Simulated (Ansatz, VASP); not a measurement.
**HfC in VASP and in Ansatz**

The input INCAR:

```
PREC = Accurate
ENCUT = 600
EDIFF = 1E-6
ISMEAR = 0
SIGMA = 0.1
LREAL = F
LASPH = T
NELM = 120
ALGO = Normal
ISIF = 2
LWAVE = F
LCHARG = F
GGA = PS
NBANDS = 22
GGA_COMPAT = F
```

File KPOINTS:

```
Automatic mesh
0
Gamma
  15 15 8
```

POSCAR

```
HfC
1.0
    3.3951150495      0.0000000000      0.0000000000
   -1.6975575247      2.9402558816      0.0000000000
    0.0000000000      0.0000000000      4.8157881598
Hf C
2 2
Direct
    0.6666666667      0.3333333333      0.7500000000
    0.3333333333      0.6666666667      0.2500000000
    0.0000000000      0.0000000000      0.0000000000
    0.0000000000      0.0000000000      0.5000000000
```

Input for Ansatz:

```yaml
crystal:
  lattice:
    - [3.3951150495, 0.0, 0.0]
    - [-1.6975575247, 2.9402558816, 0.0]
    - [0.0, 0.0, 4.8157881598]
  atoms:
    - { symbol: Hf, position: [0.6666666667, 0.3333333333, 0.75] }
    - { symbol: Hf, position: [0.3333333333, 0.6666666667, 0.25] }
    - { symbol: C, position: [0.0, 0.0, 0.0] }
    - { symbol: C, position: [0.0, 0.0, 0.5] }
basis:
  ecutwfc: 420
kpoints:
  mp_grid: { grid: [15, 15, 8] }
hamiltonian:
  xc: pbesol
scf:
  occupations: { method: gaussian, width: 0.1 }
  lower_state_search: light
  algorithm: direct_min
output:
  forces: true
  eigenvalues: true
  stress: true
```

Alike in both runs: task single point; functional PBEsol; k mesh 15 × 15 × 8; occupations gaussian, width 0.1 eV; no spin polarisation.

|  | VASP | Ansatz |
| --- | --- | --- |
| version | VASP 6.6.1 | Ansatz 0.2.0 |
| potentials or method | VASP PAW PBE potentials, release 64 (Hf_pv, C), cutoff 600 eV | scalar-relativistic, plane waves, PAW |
| valence electrons in the cell | 28 | 60 |

Ansatz gave:

| Item | Value |
| --- | --- |
| gap on the k mesh at the Fermi level (eV) | none |
| pressure (GPa) | 2.5 |
| traceless stress, the component that is largest in VASP (GPa) | 13.68 |

Q: Which values does VASP return?

A: gap on the k mesh at the Fermi level (eV): none; pressure (GPa): 2.1; traceless stress, the component that is largest in VASP (GPa): 13.70.

VASP's potentials were made for PBE, not for PBEsol. A gap of «none» marks a metal or a gap that the smearing closes. VASP's potentials hold 28 valence electrons a cell and Ansatz's 60, so a difference there can come from the potentials and not from the codes.

Neither program's run includes spin-orbit coupling.
